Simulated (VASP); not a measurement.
# V (Fmmm) in VASP: a series of runs, part 2 of 2

VASP 6.6.1.

### 3 Single point, PBE (strain +0.0937 x Voigt [0, 0, 0, 0, 0, 1])

The input, INCAR:

```
  PREC = Accurate
  ENCUT = 520
  EDIFF = 1E-7
  ISMEAR = 0
  SIGMA = 0.15
  LREAL = False
  LASPH = True
  NELM = 100
  ALGO = Fast
  ISIF = 2
  LWAVE = False
  LCHARG = False
  GGA = PE
  NBANDS = 12
```

The input, KPOINTS:

```
Automatic mesh
0
Gamma
  22 22 22
```

The input, POSCAR:

```
V
1.0
   -1.4421159500      1.4421159500      1.5130000000
    1.4421159500     -1.4421159500      1.5130000000
    1.5838840500      1.5838840500     -1.5130000000
V
1
Direct
    0.0000000000      0.0000000000      0.0000000000
```

Potentials or basis: VASP PAW PBE potentials, release 64 (V_sv).

On the command line:

```
$ cat potpaw_PBE.64/V_sv/POTCAR > POTCAR
$ mpirun -np 1 vasp_std > vasp.out
```

OUTCAR:

```text
PREC = Accurate
   ENCUT = 520
   EDIFF = 1E-7
   ISMEAR = 0
   LREAL = False
   LASPH = True
   NELM = 100
   ISIF = 2
   GGA = PE

 ion  position               nearest neighbor table
   1  0.000  0.000  0.000-

  LATTYP: Found a face centered orthorhombic cell.
 ALAT       =     3.0260000000
 B/A-ratio  =     1.3479576570
 C/A-ratio  =     1.4804694678

  Lattice vectors:

 A1 = (   3.0260000000,   0.1417681000,   0.0000000000)
 A2 = (   1.5838840500,   1.5838840500,   1.5130000000)
 A3 = (   1.4421159500,  -1.4421159500,   1.5130000000)

Analysis of symmetry for initial positions (statically):
=====================================================================
 Subroutine PRICEL returns:
 Original cell was already a primitive cell.

 Routine SETGRP: Setting up the symmetry group for a
 face centered orthorhombic supercell.

 Subroutine GETGRP returns: Found  8 space group operations
 (whereof  8 operations were pure point group operations)
 out of a pool of  8 trial point group operations.

The static configuration has the point symmetry D_2h.

Analysis of symmetry for dynamics (positions and initial velocities):
=====================================================================
 Subroutine PRICEL returns:
 Original cell was already a primitive cell.

 Routine SETGRP: Setting up the symmetry group for a
 face centered orthorhombic supercell.

 Subroutine GETGRP returns: Found  8 space group operations
 (whereof  8 operations were pure point group operations)
 out of a pool of  8 trial point group operations.

The dynamic configuration has the point symmetry D_2h.

 Subroutine INISYM returns: Found  8 space group operations
 (whereof  8 operations are pure point group operations),
 and found     1 'primitive' translations

----------------------------------------------------------------------------------------

                                     Primitive cell

  volume of cell :      13.8236

  direct lattice vectors                    reciprocal lattice vectors
    -1.442115950  1.442115950  1.513000000    -0.015516543  0.331196216  0.330469266
     1.442115950 -1.442115950  1.513000000     0.331196216 -0.015516543  0.330469266
     1.583884050  1.583884050 -1.513000000     0.315679674  0.315679674  0.000000000

  length of vectors
     2.539402652  2.539402652  2.703062405     0.468125659  0.468125659  0.446438476

  position of ions in fractional coordinates (direct lattice)
     0.000000000  0.000000000  0.000000000

  ion indices of the primitive-cell ions
   primitive index   ion index
                 1           1

----------------------------------------------------------------------------------------

 KPOINTS: Automatic mesh

Automatic generation of k-mesh.
 Grid dimensions read from file:
 generate k-points for:   22   22   22

 Generating k-lattice:

  Cartesian coordinates                     Fractional coordinates (reciprocal lattice)
    -0.000705297  0.015054373  0.015021330     0.045454545  0.000000000 -0.000000000
     0.015054373 -0.000705297  0.015021330     0.000000000  0.045454545 -0.000000000
     0.014349076  0.014349076  0.000000000     0.000000000  0.000000000  0.045454545

  Length of vectors
     0.021278439  0.021278439  0.020292658

  Shift w.r.t. Gamma in fractional coordinates (k-lattice)
     0.000000000  0.000000000  0.000000000

 Subroutine IBZKPT returns following result:
 ===========================================

 Found   1530 irreducible k-points:

 Following reciprocal coordinates:
            Coordinates               Weight
  0.000000  0.000000  0.000000      1.000000
  0.045455 -0.000000 -0.000000      8.000000
  0.090909 -0.000000 -0.000000      8.000000
  0.136364 -0.000000 -0.000000      8.000000
  0.181818 -0.000000 -0.000000      8.000000
  0.227273  0.000000 -0.000000      8.000000
[... 16 lines left out ...]
  0.500000  0.045455  0.000000      8.000000
 -0.454545  0.045455  0.000000      8.000000
 [... further k-points ...]
   k-points           NKPTS =   1530   k-points in BZ     NKDIM =   1530   number of bands    NBANDS=     12
   number of dos      NEDOS =    301   number of ions     NIONS =      1
   total plane-waves  NPLWV =   8000
   dimension x,y,z NGX =    20 NGY =   20 NGZ =   20
   dimension x,y,z NGXF=    40 NGYF=   40 NGZF=   40
   ions per type =               1
   NGX,Y,Z   is equivalent  to a cutoff of  13.09, 13.09, 12.30 a.u.
   NGXF,Y,Z  is equivalent  to a cutoff of  26.19, 26.19, 24.60 a.u.
 SYSTEM =  unknown system
   PREC   = accura    normal or accurate (medium, high low for compatibility)
   ISTART =      0    job   : 0-new  1-cont  2-samecut
   ICHARG =      2    charge: 1-file 2-atom 10-const
   ISPIN  =      1    spin polarized calculation?
   LNONCOLLINEAR =      F non collinear calculations
   LSORBIT =      F    spin-orbit coupling
   LASPH  =      T    aspherical Exc in radial PAW
   ENCUT  =  520.0 eV  38.22 Ry    6.18 a.u.   4.72  4.72  5.03*2*pi/ulx,y,z
   NELM   =    100;   NELMIN=  2; NELMDL= -5     # of ELM steps
   EDIFF  = 0.1E-06   stopping-criterion for ELM
   LREAL  =      F    real-space projection
   EDIFFG = 0.1E-05   stopping-criterion for IOM
   NSW    =      0    number of steps for IOM
   IBRION =     -1    ionic relax: 0-MD 1-quasi-New 2-CG
   NFREE  =      0    steps in history (QN), initial steepest desc. (CG)
   ISIF   =      2    stress and relaxation
   ISYM   =      2    0-nonsym 1-usesym 2-fastsym
   POTIM  = 0.5000    time-step for ionic-motion
   TEBEG  =    0.0;   TEEND  =   0.0 temperature during run
   PSTRESS=    0.0 pullay stress
   NELECT =      13.0000    total number of electrons
   NUPDOWN=      -1.0000    fix difference up-down
   EMIN   =  10.00;   EMAX   =-10.00  energy-range for DOS
   EFERMI =   0.00;   METHOD = LEGACY
   ISMEAR =     0;   SIGMA  =   0.15  broadening in eV -4-tet -1-fermi 0-gaus
   EFERMI_NEDOS =   21; number of points for ismear=-14 and -15
   IALGO  =     68    algorithm
   IMIX   =      4    mixing-type and parameters
     AMIX     =   0.40;   BMIX     =  1.00
     AMIX_MAG =   1.60;   BMIX_MAG =  1.00
  volume/ion in A,a.u.               =      13.82        93.29
  Fermi-wavevector in a.u.,A,eV,Ry     =   1.603917  3.030963 35.001647  2.572549
  Thomas-Fermi vector in A             =   2.700504
   LORBIT       =      0    0 simple, 1 ext, 2 COOP (PROOUT), +10 PAW based schemes
   GGA     = PE    functional components
   LHFCALC =     F    Hartree Fock is set to
   AEXX    =    0.0000 exact exchange contribution
   IVDW    =     0    specifies the selected vdW correction
   LEPSILON=     F    determine dielectric tensor
   LRPA    =     F    only Hartree local field effects (RPA)
 non-spin polarized calculation
 RMM-DIIS sequential band-by-band and
 Gauss-broadening in eV      SIGMA  =   0.15
  energy-cutoff  :      520.00
  volume of cell :       13.82
 maximum number of plane-waves:       394
   NGX =  9   NGY =  9   NGZ =  9

 number of electron      12.9999993 magnetization

 Free energy of the ion-electron system (eV)
  ---------------------------------------------------
  ext. energy  EPLUGINS =         0.00000000
  ---------------------------------------------------
  free energy    TOTEN  =        -8.98921244 eV

  energy without entropy =       -8.96843134  energy(sigma->0) =       -8.97882189

 E-fermi :   9.3988     XC(G=0): -12.7573

 val. band max:        9.3974972819   @ k =  -0.2273   0.4545   0.0909
 cond. band min:       9.3992144491   @ k =   0.1818  -0.0000   0.0455
 fundamental gap:      0.0017171672
 Fermi energy:         9.3987511693

 k-point     1 :       0.0000    0.0000    0.0000
  band No.  band energies     occupation
      1     -54.3496      2.00000
      2     -27.8020      2.00000
      3     -27.6667      2.00000
      4     -27.5675      2.00000
      5       2.8684      2.00000
      6       9.3083      1.60626
      7       9.6450      0.02024
      8      10.2887      0.00000
      9      11.7796      0.00000
     10      11.9280      0.00000
     11      28.5151      0.00000
     12      29.7400      0.00000
[... 331 lines left out ...]
 k-point    24 :      -0.4545    0.0455    0.0000
  band No.  band energies     occupation
      1     -54.1693      2.00000
      2     -28.5014      2.00000
      3     -27.9642      2.00000
      4     -27.6534      2.00000
      5       6.3669      2.00000
      6       8.3699      2.00000
      7      10.3314      0.00000
      8      11.7553      0.00000
      9      12.1092      0.00000
     10      13.3338      0.00000
     11      19.9159      0.00000
     12      25.0307      0.00000

 [... further k-points ...]

------------------------ aborting loop because EDIFF is reached ----------------------------------------

  FORCE on cell =-STRESS in cart. coord.  units (eV):
  Direction    XX          YY          ZZ          XY          YZ          ZX
  --------------------------------------------------------------------------------------
  -------------------------------------------------------------------------------------
  Total       -0.3992832     -0.3992832     -0.3055419     -0.1614013      0.0000000      0.0000000
  in kB      -46.2774249    -46.2774249    -35.4126885    -18.7066062      0.0000000      0.0000000
  external PRESSURE =     -42.6558461 kB  Pullay stress =       0.0000000 kB

 VOLUME and BASIS-vectors are now :
 -----------------------------------------------------------------------------
  energy-cutoff  :      520.00
  volume of cell :       13.82
      direct lattice vectors                 reciprocal lattice vectors
    -1.442115950  1.442115950  1.513000000    -0.015516543  0.331196216  0.330469266
     1.442115950 -1.442115950  1.513000000     0.331196216 -0.015516543  0.330469266
     1.583884050  1.583884050 -1.513000000     0.315679674  0.315679674  0.000000000

 POSITION                                       TOTAL-FORCE (eV/Angst)
 -----------------------------------------------------------------------------------
      0.00000      0.00000      0.00000         0.000000     -0.000000     -0.000000
 -----------------------------------------------------------------------------------
    total drift:                                0.000000     -0.000000      0.000000

  FREE ENERGIE OF THE ION-ELECTRON SYSTEM (eV)
  ---------------------------------------------------
  free  energy   TOTEN  =        -8.9892124438 eV

  energy  without entropy=       -8.9684313384  energy(sigma->0) =       -8.97882189
```

OSZICAR:

```text
N       E                     dE             d eps       ncg     rms          rms(c)
DAV:   1     0.912645212379E+02    0.91265E+02   -0.70587E+03 36852   0.118E+03
DAV:   2    -0.906552522422E+01   -0.10033E+03   -0.97372E+02 37356   0.330E+02
DAV:   3    -0.103771883710E+02   -0.13117E+01   -0.13068E+01 40756   0.442E+01
DAV:   4    -0.103839003399E+02   -0.67120E-02   -0.67119E-02 39300   0.336E+00
DAV:   5    -0.103839825533E+02   -0.82213E-04   -0.82214E-04 40364   0.350E-01    0.177E+01
RMM:   6    -0.900889538814E+01    0.13751E+01   -0.32220E+00 37837   0.211E+01    0.157E+00
RMM:   7    -0.899672985343E+01    0.12166E-01   -0.71699E-02 39642   0.299E+00    0.946E-01
RMM:   8    -0.898913726337E+01    0.75926E-02   -0.70080E-03 40999   0.117E+00    0.938E-02
RMM:   9    -0.898921141611E+01   -0.74153E-04   -0.90494E-04 42321   0.402E-01    0.397E-02
RMM:  10    -0.898921725132E+01   -0.58352E-05   -0.91626E-05 41124   0.140E-01    0.148E-02
RMM:  11    -0.898921403854E+01    0.32128E-05   -0.30305E-05 40970   0.757E-02    0.180E-02
RMM:  12    -0.898921216037E+01    0.18782E-05   -0.88807E-06 39897   0.458E-02    0.554E-04
RMM:  13    -0.898921236671E+01   -0.20634E-06   -0.14942E-06 36513   0.182E-02    0.671E-04
RMM:  14    -0.898921244384E+01   -0.77134E-07   -0.13219E-07 24134   0.580E-03
   1 F= -.89892124E+01 E0= -.89788219E+01  d E =-.207811E-01
```

stdout:

```text
POSCAR found type information on POSCAR V
 POSCAR found :  1 types and       1 ions
 scaLAPACK will be used
 LDA part: xc-table for (Slater+PW92), standard interpolation
 POSCAR, INCAR and KPOINTS ok, starting setup
 FFT: planning ... GRIDC
 FFT: planning ... GRID_SOFT
 FFT: planning ... GRID
 WAVECAR not read
 entering main loop
WARNING in EDDRMM: call to ZHEGV failed, returncode =   8  4     11
```

Run time: 2.6 min. Hardware: 1 thread of Intel Xeon Platinum 8488C (Sapphire Rapids), shared host; peak memory 0.34 GiB.

What came out:

- Free energy: -8.9892 eV
- Pressure: -4.3 GPa
- Band gap on the k mesh: zero (an odd number of electrons rules out a gap without spin polarisation)

Stress tensor (GPa, compression positive):
```
-4.63 -1.87  0.00
-1.87 -4.63  0.00
 0.00  0.00 -3.54
```

Levels at points of the mesh, in eV from the Fermi level:
```
           k point  band 3  band 4  band 5  band 6  band 7  band 8  band 9  band 10  band 11  band 12
(0.00, 0.00, 0.00)  -37.07  -36.97   -6.53   -0.09    0.25    0.89    2.38     2.53    19.12    20.34
(0.50, 0.00, 0.00)  -37.37  -37.04   -3.08   -1.11    1.56    2.39    2.69     3.94     9.88    15.33
(0.50, 0.50, 0.00)  -37.44  -37.18   -3.09   -0.95    2.11    2.32    2.40     4.31    10.73    14.95
(0.00, 0.00, 0.50)  -37.24  -36.99   -3.13   -1.26    0.79    2.69    3.02     3.72     9.00    16.52
(0.50, 0.50, 0.50)  -37.67  -37.57   -2.92   -2.84    3.13    3.56    4.09     9.77     9.94    10.33
```

Caveat: the cell differs from its parent crystal (strain +0.0937 x Voigt [0, 0, 0, 0, 0, 1]); the cell stands under tension.
